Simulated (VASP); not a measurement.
# Be (P6_3/mmc) in VASP: single point with HSE06

Aim: the single point of Be with HSE06.

Everything below comes from runs of VASP 6.6.1. Logs are shortened: lines on timing, memory, paths and dates and some standing lists are left out, and cuts for length are marked.

## (1) The cell of the first run

The structure is hexagonal, space group P6_3/mmc (No. 194). Conventional cell: a = 2.256 Å, b = 2.256 Å, c = 3.557 Å, α = 90.00°, β = 90.00°, γ = 120.00°. Be (site symmetry -6m2) has 12 Be at 2.20 to 2.26 Å within 2.9 Å.

## (2) Single point, HSE06

The input, POSCAR:

```
Be
1.0
    2.2555980000      0.0000000000      0.0000000000
   -1.1277990000      1.9534050000      0.0000000000
    0.0000000000      0.0000000000      3.5568890000
Be
2
Direct
    0.3333330000      0.6666670000      0.2500000000
    0.6666670000      0.3333330000      0.7500000000
```

The input, INCAR.step1:

```
SYSTEM = Be
ALGO = Normal
EDIFF = 1E-5
ENCUT = 520
GGA = PE
ISIF = 2
ISMEAR = -1
LASPH = .TRUE.
LREAL = .FALSE.
LWAVE = .TRUE.
NBANDS = 9
NELM = 80
PREC = Accurate
SIGMA = 0.05
```

The input, INCAR.step2:

```
SYSTEM = Be
ALGO = Normal
EDIFF = 1E-7
ENCUT = 520
GGA = PE
HFSCREEN = 0.2079
ISIF = 2
ISMEAR = -1
ISTART = 1
LASPH = .TRUE.
LCHARG = .TRUE.
LELF = .TRUE.
LHFCALC = .TRUE.
LREAL = .FALSE.
LVHAR = .TRUE.
LWAVE = .FALSE.
NBANDS = 9
NELM = 80
PREC = Accurate
PRECFOCK = Normal
SIGMA = 0.05
```

The input, KPOINTS:

```
k-points
0
G
  13 13 7
  0 0 0
```

Potentials or basis: VASP PAW PBE potentials, release 64 (Be).

Run with:

```bash
$ cat potpaw_PBE.64/Be/POTCAR > POTCAR
$ cp INCAR.step1 INCAR
$ mpirun -np 1 vasp_std > vasp.out
$ cp INCAR.step2 INCAR
$ mpirun -np 1 vasp_std > vasp.out
```

OUTCAR:

```text
SYSTEM = Be
   EDIFF = 1E-7
   ENCUT = 520
   GGA = PE
   HFSCREEN = 0.2079
   ISIF = 2
   ISMEAR = -1
   ISTART = 1
   LASPH = .TRUE.
   LHFCALC = .TRUE.
   LREAL = .FALSE.
   NELM = 80
   PREC = Accurate
   PRECFOCK = Normal

 ion  position               nearest neighbor table
   1  0.333  0.667  0.250-   2 2.20   2 2.20   2 2.20   2 2.20   2 2.20   2 2.20
   2  0.667  0.333  0.750-   1 2.20   1 2.20   1 2.20   1 2.20   1 2.20   1 2.20

  LATTYP: Found a hexagonal cell.
 ALAT       =     2.2555980000
 C/A-ratio  =     1.5769161881

  Lattice vectors:

 A1 = (   2.2555980000,   0.0000000000,   0.0000000000)
 A2 = (  -1.1277990000,   1.9534050000,   0.0000000000)
 A3 = (   0.0000000000,   0.0000000000,   3.5568890000)

Analysis of symmetry for initial positions (statically):
=====================================================================
 Subroutine PRICEL returns:
 Original cell was already a primitive cell.

 Routine SETGRP: Setting up the symmetry group for a
 hexagonal supercell.

 Subroutine GETGRP returns: Found 24 space group operations
 (whereof 12 operations were pure point group operations)
 out of a pool of 24 trial point group operations.

The static configuration has the point symmetry D_3d.
 The point group associated with its full space group is D_6h.

Analysis of symmetry for dynamics (positions and initial velocities):
=====================================================================
 Subroutine PRICEL returns:
 Original cell was already a primitive cell.

 Routine SETGRP: Setting up the symmetry group for a
 hexagonal supercell.

 Subroutine GETGRP returns: Found 24 space group operations
 (whereof 12 operations were pure point group operations)
 out of a pool of 24 trial point group operations.

The dynamic configuration has the point symmetry D_3d.
 The point group associated with its full space group is D_6h.

 Subroutine INISYM returns: Found 24 space group operations
 (whereof 12 operations are pure point group operations),
 and found     1 'primitive' translations

----------------------------------------------------------------------------------------

                                     Primitive cell

  volume of cell :      15.6720

  direct lattice vectors                    reciprocal lattice vectors
     2.255598000  0.000000000  0.000000000     0.443341411  0.255963305  0.000000000
    -1.127799000  1.953405000  0.000000000     0.000000000  0.511926610  0.000000000
     0.000000000  0.000000000  3.556889000     0.000000000  0.000000000  0.281144562

  length of vectors
     2.255598000  2.255597854  3.556889000     0.511926577  0.511926610  0.281144562

  position of ions in fractional coordinates (direct lattice)
     0.333333000  0.666667000  0.250000000
     0.666667000  0.333333000  0.750000000

  ion indices of the primitive-cell ions
   primitive index   ion index
                 1           1
                 2           2

----------------------------------------------------------------------------------------

 KPOINTS: k-points

Automatic generation of k-mesh.
 Grid dimensions read from file:
 generate k-points for:   13   13    7

 Generating k-lattice:

  Cartesian coordinates                     Fractional coordinates (reciprocal lattice)
     0.034103185  0.019689485  0.000000000     0.076923077  0.000000000  0.000000000
     0.000000000  0.039378970  0.000000000     0.000000000  0.076923077  0.000000000
     0.000000000  0.000000000  0.040163509     0.000000000  0.000000000  0.142857143

  Length of vectors
     0.039378967  0.039378970  0.040163509

  Shift w.r.t. Gamma in fractional coordinates (k-lattice)
     0.000000000  0.000000000  0.000000000

 Subroutine IBZKPT returns following result:
 ===========================================

 Found     84 irreducible k-points:

 Following reciprocal coordinates:
            Coordinates               Weight
  0.000000  0.000000  0.000000      1.000000
  0.076923  0.000000  0.000000      6.000000
  0.153846  0.000000  0.000000      6.000000
  0.230769  0.000000  0.000000      6.000000
  0.307692  0.000000  0.000000      6.000000
  0.384615  0.000000  0.000000      6.000000
[... 16 lines left out ...]
  0.076923  0.000000  0.142857     12.000000
  0.153846  0.000000  0.142857     12.000000
 [... further k-points ...]
   k-points           NKPTS =     84   k-points in BZ     NKDIM =   1183   number of bands    NBANDS=      9
   number of dos      NEDOS =    301   number of ions     NIONS =      2
   total plane-waves  NPLWV =   9072
   dimension x,y,z NGX =    18 NGY =   18 NGZ =   28
   dimension x,y,z NGXF=    36 NGYF=   36 NGZF=   56
   ions per type =               2
   NGX,Y,Z   is equivalent  to a cutoff of  13.27, 13.27, 13.09 a.u.
   NGXF,Y,Z  is equivalent  to a cutoff of  26.53, 26.53, 26.17 a.u.
 SYSTEM =  Be
   PREC   = accura    normal or accurate (medium, high low for compatibility)
   ISTART =      1    job   : 0-new  1-cont  2-samecut
   ICHARG =      0    charge: 1-file 2-atom 10-const
   ISPIN  =      1    spin polarized calculation?
   LNONCOLLINEAR =      F non collinear calculations
   LSORBIT =      F    spin-orbit coupling
   LASPH  =      T    aspherical Exc in radial PAW
   ENCUT  =  520.0 eV  38.22 Ry    6.18 a.u.   4.19  4.19  6.61*2*pi/ulx,y,z
   NELM   =     80;   NELMIN=  2; NELMDL=  0     # of ELM steps
   EDIFF  = 0.1E-06   stopping-criterion for ELM
   LREAL  =      F    real-space projection
   EDIFFG = 0.1E-05   stopping-criterion for IOM
   NSW    =      0    number of steps for IOM
   IBRION =     -1    ionic relax: 0-MD 1-quasi-New 2-CG
   NFREE  =      0    steps in history (QN), initial steepest desc. (CG)
   ISIF   =      2    stress and relaxation
   ISYM   =      3    0-nonsym 1-usesym 2-fastsym
   POTIM  = 0.5000    time-step for ionic-motion
   TEBEG  =    0.0;   TEEND  =   0.0 temperature during run
   PSTRESS=    0.0 pullay stress
   NELECT =       4.0000    total number of electrons
   NUPDOWN=      -1.0000    fix difference up-down
   EMIN   =  10.00;   EMAX   =-10.00  energy-range for DOS
   EFERMI =   0.00;   METHOD = LEGACY
   ISMEAR =    -1;   SIGMA  =   0.05  broadening in eV -4-tet -1-fermi 0-gaus
   EFERMI_NEDOS =   21; number of points for ismear=-14 and -15
   IALGO  =     38    algorithm
   IMIX   =      1    mixing-type and parameters
     AMIX     =   0.40;   BMIX     =  1.00
     AMIX_MAG =   1.60;   BMIX_MAG =  1.00
  volume/ion in A,a.u.               =       7.84        52.88
  Fermi-wavevector in a.u.,A,eV,Ry     =   1.038453  1.962391 14.672306  1.078384
  Thomas-Fermi vector in A             =   2.172938
   LORBIT       =      0    0 simple, 1 ext, 2 COOP (PROOUT), +10 PAW based schemes
   GGA     = PE    functional components
   LHFCALC =     T    Hartree Fock is set to
   PRECFOCK=normal    Normal, Fast or Accurate (Low or Medium for compatibility)
   ENCUT4O =  -1.0   cutoff for four orbital integrals eV
   NKREDX  =     1    reduce k-point grid by
   NKREDY  =     1    reduce k-point grid by
   NKREDZ  =     1    reduce k-point grid by
   AEXX    =    0.2500 exact exchange contribution
   HFSCREEN=    0.2079 screening length (either q_TF or 0.3 A-1)
   HFSCREENC=   0.2079 screening length for correlation (either q_TF or 0.3 A-1)
   ENCUTFOCK=  -1.0 apply spherical cutoff to Coloumb kernel
   IVDW    =     0    specifies the selected vdW correction
   LEPSILON=     F    determine dielectric tensor
   LRPA    =     F    only Hartree local field effects (RPA)
 non-spin polarized calculation
  energy-cutoff  :      520.00
  volume of cell :       15.67
 maximum number of plane-waves:       436
 NGX is ok and might be reduce to    18
  NGX = 14; NGY = 14; NGZ = 20

 number of electron       4.0000000 magnetization

 Free energy of the ion-electron system (eV)
  ---------------------------------------------------
  ext. energy  EPLUGINS =         0.00000000
  ---------------------------------------------------
  free energy    TOTEN  =        -7.60575006 eV

  energy without entropy =       -7.60465052  energy(sigma->0) =       -7.60520029

 E-fermi :   6.9193     XC(G=0):  -8.7414

 val. band max:        6.8216180394   @ k =   0.2308   0.1538   0.0000
 cond. band min:       6.9947951697   @ k =   0.3077   0.1538   0.0000
 fundamental gap:      0.1731771304
 Fermi energy:         6.9193488044

 k-point     1 :       0.0000    0.0000    0.0000
  band No.  band energies     occupation
      1      -5.9742      2.00000
      2       1.9502      2.00000
      3       8.4945      0.00000
      4      24.5658      0.00000
      5      24.5658      0.00000
      6      27.4811      0.00000
      7      27.4812      0.00000
      8      29.6429      0.00000
      9      35.6151      0.00000

 k-point     2 :       0.0769    0.0000    0.0000
  band No.  band energies     occupation
      1      -5.7811      2.00000
      2       2.2080      2.00000
      3       8.5451      0.00000
      4      23.1170      0.00000
      5      23.5414      0.00000
      6      27.4848      0.00000
      7      27.9805      0.00000
      8      29.3027      0.00000
      9      33.3879      0.00000

 k-point     3 :       0.1538    0.0000    0.0000
  band No.  band energies     occupation
      1      -5.2007      2.00000
      2       2.9828      2.00000
      3       8.6683      0.00000
      4      20.0359      0.00000
      5      21.8237      0.00000
      6      27.2469      0.00000
      7      27.9569      0.00000
      8      28.0542      0.00000
      9      30.2538      0.00000

 k-point     4 :       0.2308    0.0000    0.0000
  band No.  band energies     occupation
      1      -4.2303      2.00000
      2       4.2748      2.00000
      3       8.7086      0.00000
      4      16.8267      0.00000
      5      20.2390      0.00000
      6      25.1899      0.00000
      7      25.6289      0.00000
      8      27.3987      0.00000
      9      28.4346      0.00000

 k-point     5 :       0.3077    0.0000    0.0000
  band No.  band energies     occupation
      1      -2.8702      2.00000
      2       6.0681      2.00000
      3       8.1278      0.00000
      4      14.5618      0.00000
      5      18.9814      0.00000
      6      21.6298      0.00000
      7      22.7972      0.00000
      8      26.5842      0.00000
      9      28.1609      0.00000

 k-point     6 :       0.3846    0.0000    0.0000
  band No.  band energies     occupation
      1      -1.1387      2.00000
      2       6.3174      1.99999
      3       8.2972      0.00000
      4      14.0451      0.00000
      5      18.0482      0.00000
      6      18.1194      0.00000
      7      20.2095      0.00000
      8      25.9385      0.00000
      9      28.1428      0.00000
[... 169 lines left out ...]
 k-point    21 :       0.3077    0.3077    0.0000
  band No.  band energies     occupation
      1       3.4012      2.00000
      2       6.2925      1.99999
      3       6.5465      1.99885
      4      13.3691      0.00000
      5      14.7553      0.00000
      6      15.7086      0.00000
      7      20.5331      0.00000
      8      22.1766      0.00000
      9      22.6333      0.00000

 k-point    22 :       0.0000    0.0000    0.1429
  band No.  band energies     occupation
      1      -5.7731      2.00000
      2       0.8907      2.00000
      3       9.9671      0.00000
      4      24.7323      0.00000
      5      24.7323      0.00000
      6      27.4267      0.00000
      7      27.4268      0.00000
      8      28.2275      0.00000
      9      36.4118      0.00000

 k-point    23 :       0.0769    0.0000    0.1429
  band No.  band energies     occupation
      1      -5.5797      2.00000
      2       1.1227      2.00000
      3      10.0407      0.00000
      4      23.2937      0.00000
      5      23.7296      0.00000
      6      27.1939      0.00000
      7      27.7689      0.00000
      8      28.2280      0.00000
      9      33.2617      0.00000

 k-point    24 :       0.1538    0.0000    0.1429
  band No.  band energies     occupation
      1      -4.9985      2.00000
      2       1.8131      2.00000
      3      10.2352      0.00000
      4      20.2101      0.00000
      5      22.0323      0.00000
      6      26.4580      0.00000
      7      27.2602      0.00000
      8      27.5541      0.00000
      9      30.5661      0.00000

 [... further k-points ...]

------------------------ aborting loop because EDIFF is reached ----------------------------------------

  FORCE on cell =-STRESS in cart. coord.  units (eV):
  Direction    XX          YY          ZZ          XY          YZ          ZX
  --------------------------------------------------------------------------------------
  -------------------------------------------------------------------------------------
  Total        0.1901403      0.1901403     -0.1906605      0.0000000      0.0000000      0.0000000
  in kB       19.4383960     19.4383926    -19.4915822      0.0000000      0.0000000      0.0000000
  external PRESSURE =       6.4617355 kB  Pullay stress =       0.0000000 kB

 VOLUME and BASIS-vectors are now :
 -----------------------------------------------------------------------------
  energy-cutoff  :      520.00
  volume of cell :       15.67
      direct lattice vectors                 reciprocal lattice vectors
     2.255598000  0.000000000  0.000000000     0.443341411  0.255963305  0.000000000
    -1.127799000  1.953405000  0.000000000     0.000000000  0.511926610  0.000000000
     0.000000000  0.000000000  3.556889000     0.000000000  0.000000000  0.281144562

 POSITION                                       TOTAL-FORCE (eV/Angst)
 -----------------------------------------------------------------------------------
     -0.00000      1.30227      0.88922         0.000000      0.000000      0.000000
      1.12780      0.65113      2.66767        -0.000000     -0.000000     -0.000000
 -----------------------------------------------------------------------------------
    total drift:                                0.000002      0.000002      0.000000

  FREE ENERGIE OF THE ION-ELECTRON SYSTEM (eV)
  ---------------------------------------------------
  free  energy   TOTEN  =        -7.6057500603 eV

  energy  without entropy=       -7.6046505183  energy(sigma->0) =       -7.60520029
```

It took 41 min on 1 thread of AMD EPYC 7R13 (Zen 3), shared host; peak memory 0.23 GiB.

What came out:

- Free energy: -7.6058 eV
- Pressure: 0.6 GPa
- Band gap on the k mesh: zero (bands 2 and 3 overlap by 1.92 eV)

Stress tensor (GPa, compression positive):
```
 1.94  0.00  0.00
 0.00  1.94  0.00
 0.00  0.00 -1.95
```

Levels at points of the mesh, in eV from the Fermi level:
| k point | band 1 | band 2 | band 3 | band 4 | band 5 | band 6 | band 7 |
| --- | --- | --- | --- | --- | --- | --- | --- |
| (0.00, 0.00, 0.00) | -12.89 | -4.97 | 1.58 | 17.65 | 17.65 | 20.56 | 20.56 |

Caveat: the PAW data sets were made with another functional, which shifts forces and pressure a little.

The gap in the log of VASP goes by the Fermi energy; the results here count the filled bands.